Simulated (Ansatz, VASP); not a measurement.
## NaCl: VASP beside Ansatz

```
Na Cl
1.0
     0.00000    2.91481    2.76309
     2.91481    0.00000    2.76309
     2.91481    2.91481    0.00000
Na Cl
1 1
Cartesian
  0.0000 0.0000 0.0000
  2.9148 2.9148 2.7631
```

Change from the starting cell: epitaxial_xy strain +4.0%.

Alike in both runs: task single point; functional r2SCAN; k mesh 8 × 8 × 8; no spin polarisation.

|  | VASP | Ansatz |
| --- | --- | --- |
| version | VASP 6.6.1 | Ansatz 0.2.0 |
| potentials or method | VASP PAW PBE potentials, release 64 (Na_pv, Cl) | plane waves, PAW |
| plane-wave cutoff (eV) | 520 | 500 |
| occupations | gaussian, width 0.01 eV | fixed |
| valence electrons in the cell | 14 | 16 |

Ansatz gave:

- gap on the k mesh at the Fermi level (eV): 5.70
- pressure (GPa): -1.3
- traceless stress, the component that is largest in VASP (GPa): 1.33

Question: What did VASP give for the same quantities?

Answer: gap on the k mesh at the Fermi level (eV): 5.72; pressure (GPa): -1.5; traceless stress, the component that is largest in VASP (GPa): 1.29.

VASP's potentials were made for PBE, not for r2SCAN. VASP's potentials hold 14 valence electrons a cell and Ansatz's 16, so a difference there can come from the potentials and not from the codes.
